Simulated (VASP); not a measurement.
# KMgF3 (Pm-3m) in VASP: a series of runs, part 2 of 2

VASP 6.6.1. The steps go on from the part before.

### 3 Single point, PBE

This run uses another cell than the first one, of 12.98 Å³/atom.

The input, INCAR:

```
SYSTEM = KMgF3
PREC     = Accurate       ! precision mode
ENCUT    = 520            ! plane-wave cutoff, eV
EDIFF    = 1E-7           ! SCF threshold, eV
ISMEAR   = 0              ! smearing method
SIGMA    = 0.01           ! smearing width, eV
LREAL    = .False.        ! projectors in reciprocal space
LASPH    = .True.         ! aspherical terms in the spheres
NELM     = 60             ! most SCF steps
ALGO     = Normal         ! electronic algorithm
ISIF     = 2              ! what is computed and relaxed
LWAVE    = .False.        ! write WAVECAR
LCHARG   = .False.        ! write CHGCAR
GGA      = PE             ! functional
NBANDS   = 24             ! bands
```

The input, KPOINTS:

```
regular mesh
0
Gamma
  5 5 5
  0 0 0
```

The input, POSCAR:

```
KMgF3
1.0
    4.0188428162      0.0000000000      0.0000000000
    0.0000000000      4.0188428162      0.0000000000
    0.0000000000      0.0000000000      4.0188428162
K Mg F
1 1 3
Direct
    0.5000000000      0.5000000000      0.5000000000
    0.0000000000      0.0000000000      0.0000000000
    0.5000000000      0.0000000000      0.0000000000
    0.0000000000      0.5000000000      0.0000000000
    0.0000000000      0.0000000000      0.5000000000
```

Potentials or basis: VASP PAW PBE potentials, release 64 (K_sv, Mg, F).

Started as:

```
> cat potpaw_PBE.64/K_sv/POTCAR potpaw_PBE.64/Mg/POTCAR potpaw_PBE.64/F/POTCAR > POTCAR
> mpirun -np 1 vasp_std > vasp.out
```

OUTCAR:

```text
SYSTEM = KMgF3
   PREC = Accurate
   ENCUT = 520
   EDIFF = 1E-7
   ISMEAR = 0
   LREAL = .False.
   LASPH = .True.
   NELM = 60
   ISIF = 2
   GGA = PE

 ion  position               nearest neighbor table
   1  0.500  0.500  0.500-   3 2.84   4 2.84   5 2.84   3 2.84   4 2.84   3 2.84   5 2.84   3 2.84
                             4 2.84   5 2.84   4 2.84   5 2.84   2 3.48   2 3.48   2 3.48   2 3.48
   2  0.000  0.000  0.000-   3 2.01   4 2.01   5 2.01   5 2.01   4 2.01   3 2.01   1 3.48   1 3.48
                             1 3.48   1 3.48   1 3.48   1 3.48   1 3.48   1 3.48
   3  0.500  0.000  0.000-   2 2.01   2 2.01   1 2.84   1 2.84   1 2.84   1 2.84
   4  0.000  0.500  0.000-   2 2.01   2 2.01   1 2.84   1 2.84   1 2.84   1 2.84
   5  0.000  0.000  0.500-   2 2.01   2 2.01   1 2.84   1 2.84   1 2.84   1 2.84

  LATTYP: Found a simple cubic cell.
 ALAT       =     4.0188428162

  Lattice vectors:

 A1 = (   4.0188428162,   0.0000000000,   0.0000000000)
 A2 = (   0.0000000000,   4.0188428162,   0.0000000000)
 A3 = (   0.0000000000,   0.0000000000,   4.0188428162)

Analysis of symmetry for initial positions (statically):
=====================================================================
 Subroutine PRICEL returns:
 Original cell was already a primitive cell.

 Routine SETGRP: Setting up the symmetry group for a
 simple cubic supercell.

 Subroutine GETGRP returns: Found 48 space group operations
 (whereof 48 operations were pure point group operations)
 out of a pool of 48 trial point group operations.

The static configuration has the point symmetry O_h .

Analysis of symmetry for dynamics (positions and initial velocities):
=====================================================================
 Subroutine PRICEL returns:
 Original cell was already a primitive cell.

 Routine SETGRP: Setting up the symmetry group for a
 simple cubic supercell.

 Subroutine GETGRP returns: Found 48 space group operations
 (whereof 48 operations were pure point group operations)
 out of a pool of 48 trial point group operations.

The dynamic configuration has the point symmetry O_h .

 Subroutine INISYM returns: Found 48 space group operations
 (whereof 48 operations are pure point group operations),
 and found     1 'primitive' translations

----------------------------------------------------------------------------------------

                                     Primitive cell

  volume of cell :      64.9087

  direct lattice vectors                    reciprocal lattice vectors
     4.018842816  0.000000000  0.000000000     0.248827846  0.000000000  0.000000000
     0.000000000  4.018842816  0.000000000     0.000000000  0.248827846  0.000000000
     0.000000000  0.000000000  4.018842816     0.000000000  0.000000000  0.248827846

  length of vectors
     4.018842816  4.018842816  4.018842816     0.248827846  0.248827846  0.248827846

  position of ions in fractional coordinates (direct lattice)
     0.500000000  0.500000000  0.500000000
     0.000000000  0.000000000  0.000000000
     0.500000000  0.000000000  0.000000000
     0.000000000  0.500000000  0.000000000
     0.000000000  0.000000000  0.500000000

[... 32 lines left out ...]
 Found     10 irreducible k-points:

 Following reciprocal coordinates:
            Coordinates               Weight
  0.000000  0.000000  0.000000      1.000000
  0.200000  0.000000  0.000000      6.000000
  0.400000  0.000000  0.000000      6.000000
  0.200000  0.200000  0.000000     12.000000
  0.400000  0.200000  0.000000     24.000000
  0.400000  0.400000  0.000000     12.000000
  0.200000  0.200000  0.200000      8.000000
  0.400000  0.200000  0.200000     24.000000
  0.400000  0.400000  0.200000     24.000000
  0.400000  0.400000  0.400000      8.000000
   k-points           NKPTS =     10   k-points in BZ     NKDIM =     10   number of bands    NBANDS=     24
   number of dos      NEDOS =    301   number of ions     NIONS =      5
   total plane-waves  NPLWV =  27000
   dimension x,y,z NGX =    30 NGY =   30 NGZ =   30
   dimension x,y,z NGXF=    60 NGYF=   60 NGZF=   60
   ions per type =               1   1   3
   NGX,Y,Z   is equivalent  to a cutoff of  12.41, 12.41, 12.41 a.u.
   NGXF,Y,Z  is equivalent  to a cutoff of  24.82, 24.82, 24.82 a.u.
 SYSTEM =  KMgF3
   PREC   = accura    normal or accurate (medium, high low for compatibility)
   ISTART =      0    job   : 0-new  1-cont  2-samecut
   ICHARG =      2    charge: 1-file 2-atom 10-const
   ISPIN  =      1    spin polarized calculation?
   LNONCOLLINEAR =      F non collinear calculations
   LSORBIT =      F    spin-orbit coupling
   LASPH  =      T    aspherical Exc in radial PAW
   ENCUT  =  520.0 eV  38.22 Ry    6.18 a.u.   7.47  7.47  7.47*2*pi/ulx,y,z
   NELM   =     60;   NELMIN=  2; NELMDL= -5     # of ELM steps
   EDIFF  = 0.1E-06   stopping-criterion for ELM
   LREAL  =      F    real-space projection
   EDIFFG = 0.1E-05   stopping-criterion for IOM
   NSW    =      0    number of steps for IOM
   IBRION =     -1    ionic relax: 0-MD 1-quasi-New 2-CG
   NFREE  =      0    steps in history (QN), initial steepest desc. (CG)
   ISIF   =      2    stress and relaxation
   ISYM   =      2    0-nonsym 1-usesym 2-fastsym
   POTIM  = 0.5000    time-step for ionic-motion
   TEBEG  =    0.0;   TEEND  =   0.0 temperature during run
   PSTRESS=    0.0 pullay stress
   NELECT =      32.0000    total number of electrons
   NUPDOWN=      -1.0000    fix difference up-down
   EMIN   =  10.00;   EMAX   =-10.00  energy-range for DOS
   EFERMI =   0.00;   METHOD = LEGACY
   ISMEAR =     0;   SIGMA  =   0.01  broadening in eV -4-tet -1-fermi 0-gaus
   EFERMI_NEDOS =   21; number of points for ismear=-14 and -15
   IALGO  =     38    algorithm
   IMIX   =      4    mixing-type and parameters
     AMIX     =   0.40;   BMIX     =  1.00
     AMIX_MAG =   1.60;   BMIX_MAG =  1.00
  volume/ion in A,a.u.               =      12.98        87.61
  Fermi-wavevector in a.u.,A,eV,Ry     =   1.293274  2.443933 22.756520  1.672557
  Thomas-Fermi vector in A             =   2.424930
   LORBIT       =      0    0 simple, 1 ext, 2 COOP (PROOUT), +10 PAW based schemes
   GGA     = PE    functional components
   LHFCALC =     F    Hartree Fock is set to
   AEXX    =    0.0000 exact exchange contribution
   IVDW    =     0    specifies the selected vdW correction
   LEPSILON=     F    determine dielectric tensor
   LRPA    =     F    only Hartree local field effects (RPA)
 non-spin polarized calculation
 Gauss-broadening in eV      SIGMA  =   0.01
  energy-cutoff  :      520.00
  volume of cell :       64.91
 maximum number of plane-waves:      1763
 NGX is ok and might be reduce to    30
   NGX = 15   NGY = 15   NGZ = 15

 number of electron      31.9999957 magnetization

 Free energy of the ion-electron system (eV)
  ---------------------------------------------------
  ext. energy  EPLUGINS =         0.00000000
  ---------------------------------------------------
  free energy    TOTEN  =       -24.44121519 eV

  energy without entropy =      -24.44121519  energy(sigma->0) =      -24.44121519

 E-fermi :  -1.7249     XC(G=0):  -9.5620

 val. band max:       -1.7841818957   @ k =   0.4000   0.4000   0.4000
 cond. band min:       5.3963230847   @ k =   0.0000   0.0000   0.0000
 fundamental gap:      7.1805049803
 Fermi energy:        -1.7249024661

 k-point     1 :       0.0000    0.0000    0.0000
  band No.  band energies     occupation
      1     -27.4283      2.00000
      2     -21.7779      2.00000
      3     -21.1568      2.00000
      4     -21.1568      2.00000
      5     -10.9171      2.00000
      6     -10.9171      2.00000
[... 259 lines left out ...]
     23      13.1263      0.00000
     24      13.5117      0.00000

------------------------ aborting loop because EDIFF is reached ----------------------------------------

  FORCE on cell =-STRESS in cart. coord.  units (eV):
  Direction    XX          YY          ZZ          XY          YZ          ZX
  --------------------------------------------------------------------------------------
  -------------------------------------------------------------------------------------
  Total        0.5765752      0.5765752      0.5765752     -0.0000000     -0.0000000      0.0000000
  in kB       14.2319207     14.2319207     14.2319207     -0.0000000     -0.0000000      0.0000000
  external PRESSURE =      14.2319207 kB  Pullay stress =       0.0000000 kB

 VOLUME and BASIS-vectors are now :
 -----------------------------------------------------------------------------
  energy-cutoff  :      520.00
  volume of cell :       64.91
      direct lattice vectors                 reciprocal lattice vectors
     4.018842816  0.000000000  0.000000000     0.248827846  0.000000000  0.000000000
     0.000000000  4.018842816  0.000000000     0.000000000  0.248827846  0.000000000
     0.000000000  0.000000000  4.018842816     0.000000000  0.000000000  0.248827846

 POSITION                                       TOTAL-FORCE (eV/Angst)
 -----------------------------------------------------------------------------------
      2.00942      2.00942      2.00942         0.000000      0.000000      0.000000
      0.00000      0.00000      0.00000         0.000000      0.000000      0.000000
      2.00942      0.00000      0.00000         0.000000      0.000000      0.000000
      0.00000      2.00942      0.00000         0.000000      0.000000      0.000000
      0.00000      0.00000      2.00942         0.000000      0.000000      0.000000
 -----------------------------------------------------------------------------------
    total drift:                                0.000000     -0.000000      0.000000

  FREE ENERGIE OF THE ION-ELECTRON SYSTEM (eV)
  ---------------------------------------------------
  free  energy   TOTEN  =       -24.4412151923 eV

  energy  without entropy=      -24.4412151923  energy(sigma->0) =      -24.44121519
```

Wall time 26 s (1 thread of Intel Xeon 8259CL, shared host); peak memory 0.17 GiB.

What came out:

- Free energy: -24.4412 eV
- Pressure: 1.4 GPa
- Band gap on the k mesh: 7.18 eV (least direct gap 7.44 eV)

Caveat: an odd mesh through Γ misses points on the zone boundary, where band edges can lie.

### 4 Single point, PBE

This run uses another cell than the first one, of 13.30 Å³/atom.

The input, INCAR:

```
SYSTEM = KMgF3
PREC = Accurate
ENCUT = 520
EDIFF = 1E-6
ISMEAR = 0
SIGMA = 0.01
LREAL = .False.
LASPH = .True.
NELM = 60
ALGO = Normal
ISIF = 2
LWAVE = .False.
LCHARG = .False.
GGA = PE
NBANDS = 24
```

The input, KPOINTS:

```
Automatic mesh
0
Gamma
  5 5 5
  0 0 0
```

Changes to POSCAR since step 3:

```diff
@@ -2,5 +2,5 @@
 1.0
-    4.0188428162      0.0000000000      0.0000000000
-    0.0000000000      4.0188428162      0.0000000000
-    0.0000000000      0.0000000000      4.0188428162
+    4.0512542386      0.0000000000      0.0000000000
+    0.0000000000      4.0512542386      0.0000000000
+    0.0000000000      0.0000000000      4.0512542386
 K Mg F
```

Started as:

```
> cat potpaw_PBE.64/K_sv/POTCAR potpaw_PBE.64/Mg/POTCAR potpaw_PBE.64/F/POTCAR > POTCAR
> mpirun -np 1 vasp_std > vasp.out
```

It took 20 s on 1 thread of Intel Xeon 8259CL, shared host; peak memory 0.17 GiB.

The run converged. Its results:

| Quantity | Value |
| --- | --- |
| Free energy | -24.4498 eV |
| Pressure | -0.3 GPa |
| Band gap on the k mesh | 7.00 eV (least direct gap 7.27 eV) |

Levels at points of the mesh, in eV from the valence-band top:
```tsv
k point	band 13	band 14	band 15	band 16	band 17	band 18	band 19	band 20
(0.00, 0.00, 0.00)	-0.52	-0.26	-0.26	-0.26	7.00	10.07	10.07	12.17
```

Caveat: an odd mesh through Γ misses points on the zone boundary, where band edges can lie.

### 5 Single point, PBE

This run uses another cell than the first one, of 13.62 Å³/atom.

The input, INCAR:

```
SYSTEM = KMgF3
PREC = Accurate ; ENCUT = 520
EDIFF = 1E-7 ; ISMEAR = 0
SIGMA = 0.01 ; LREAL = .False.
LASPH = .True. ; NELM = 100
ALGO = Normal ; ISIF = 2
LWAVE = .False. ; LCHARG = .False.
GGA = PE ; NBANDS = 24
```

KPOINTS is that of step 4.

Changes to POSCAR since step 4:

```diff
@@ -2,5 +2,5 @@
 1.0
-    4.0512542386      0.0000000000      0.0000000000
-    0.0000000000      4.0512542386      0.0000000000
-    0.0000000000      0.0000000000      4.0512542386
+    4.0831551918      0.0000000000      0.0000000000
+    0.0000000000      4.0831551918      0.0000000000
+    0.0000000000      0.0000000000      4.0831551918
 K Mg F
```

Started as:

```
> cat potpaw_PBE.64/K_sv/POTCAR potpaw_PBE.64/Mg/POTCAR potpaw_PBE.64/F/POTCAR > POTCAR
> mpirun -np 1 vasp_std > vasp.out
```

Run time: 28 s. Hardware: 1 thread of Intel Xeon 8259CL, shared host; peak memory 0.17 GiB.

It converged, with:

| Item | Value |
| --- | --- |
| Free energy | -24.4424 eV |
| Pressure | -1.8 GPa |
| Band gap on the k mesh | 6.83 eV (least direct gap 7.10 eV) |

Levels at points of the mesh, in eV from the valence-band top:
```tsv
k point	band 12	band 13	band 14	band 15	band 16	band 17	band 18	band 19	band 20	band 21
(0.00, 0.00, 0.00)	-0.50	-0.50	-0.26	-0.26	-0.26	6.83	10.03	10.03	12.10	12.10
```

Caveat: an odd mesh through Γ misses points on the zone boundary, where band edges can lie.

### 6 Single point, PBE

This run uses another cell than the first one, of 13.93 Å³/atom.

The input, INCAR:

```
PREC = Accurate ; ENCUT = 520
EDIFF = 1E-7 ; ISMEAR = 0
SIGMA = 0.01 ; LREAL = F
LASPH = T ; NELM = 100
ALGO = Normal ; ISIF = 2
LWAVE = F ; LCHARG = F
GGA = PE ; NBANDS = 24
```

The input, KPOINTS:

```
Automatic mesh
0
Gamma
  5 5 5
```

Changes to POSCAR since step 5:

```diff
@@ -2,5 +2,5 @@
 1.0
-    4.0831551918      0.0000000000      0.0000000000
-    0.0000000000      4.0831551918      0.0000000000
-    0.0000000000      0.0000000000      4.0831551918
+    4.1145653122      0.0000000000      0.0000000000
+    0.0000000000      4.1145653122      0.0000000000
+    0.0000000000      0.0000000000      4.1145653122
 K Mg F
```

Potentials or basis: VASP PAW PBE potentials, release 64 (K_sv, Mg, F).

Started as:

```
> cat potpaw_PBE.64/K_sv/POTCAR potpaw_PBE.64/Mg/POTCAR potpaw_PBE.64/F/POTCAR > POTCAR
> mpirun -np 1 vasp_std > vasp.out
```

It took 23 s on 1 thread of Intel Xeon 8259CL, shared host; peak memory 0.18 GiB.

The run converged. Its results:

| Quantity | Value |
| --- | --- |
| Free energy | -24.4216 eV |
| Pressure | -3.1 GPa |
| Band gap on the k mesh | 6.67 eV (least direct gap 6.94 eV) |

Levels at points of the mesh, in eV from the valence-band top:
```
           k point  band 14  band 15  band 16  band 17  band 18  band 19
(0.00, 0.00, 0.00)    -0.26    -0.26    -0.26     6.67     9.99     9.99
```

Caveat: the cell stands under tension; an odd mesh through Γ misses points on the zone boundary, where band edges can lie.

### 7 Summary

```csv
cell,gap on the mesh (eV),pressure (GPa)
"a = 3.986 Å, 5 atoms",7.37,3.3
"a = 4.019 Å, 5 atoms",7.18,1.4
"a = 4.051 Å, 5 atoms",7.00,-0.3
"a = 4.083 Å, 5 atoms",6.83,-1.8
"a = 4.115 Å, 5 atoms",6.67,-3.1
```

Alike in all rows: task single point; level PBE; potentials or basis VASP PAW PBE potentials, release 64 (K_sv, Mg, F); no spin polarisation; k mesh 5 × 5 × 5; cutoff (eV) 520; smearing gaussian 0.01 eV.

Caveats: an odd mesh through Γ misses points on the zone boundary, where band edges can lie; the cell stands under pressure (at least some runs); the cell stands under tension (at least some runs).

Absolute energies hang on the potentials; compare differences alone.
